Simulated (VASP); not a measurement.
TiB2, 3 atoms in the cell. It takes space group P6/mmm (No. 191, hexagonal). The conventional cell has a = 3.009 Å, b = 3.009 Å, c = 3.207 Å, α = 90.00°, β = 90.00°, γ = 120.00°. Within 3.1 Å of Ti (site symmetry 6/mmm) lie 12 B at 2.36 Å and 6 Ti at 3.01 Å. Within 2.3 Å of B (site symmetry -6m2) lie 3 B at 1.74 Å. 

- Program: VASP 6.6.1
- Task: single point
- Functional: LDA
- Potentials or basis: VASP PAW LDA potentials, release 64 (Ti_sv, B)
- Cutoff: 520 eV
- k mesh: 10 × 10 × 8
- Occupations: fermi-dirac, width 0.05 eV
- Spin: no spin polarisation
- Dipole correction: no
- Further INCAR settings: ALGO = Normal; EDIFF = 1e-06; NBANDS = 16

Potentials or basis: VASP PAW LDA potentials, release 64 (Ti_sv, B).

Command:

```sh
$ cat potpaw_LDA.64/Ti_sv/POTCAR potpaw_LDA.64/B/POTCAR > POTCAR
$ mpirun -np 1 vasp_std > vasp.out
```

Hardware: 1 thread of Intel(R) Xeon(R) Platinum 8488C (Sapphire Rapids), on a shared host.

Q: Estimate the wall time of this run.

A: Run time: 14 s on 1 thread of Intel(R) Xeon(R) Platinum 8488C (Sapphire Rapids), with other jobs on the host, peak memory 0.14 GiB. Counts: scf iterations 14, k points 70.
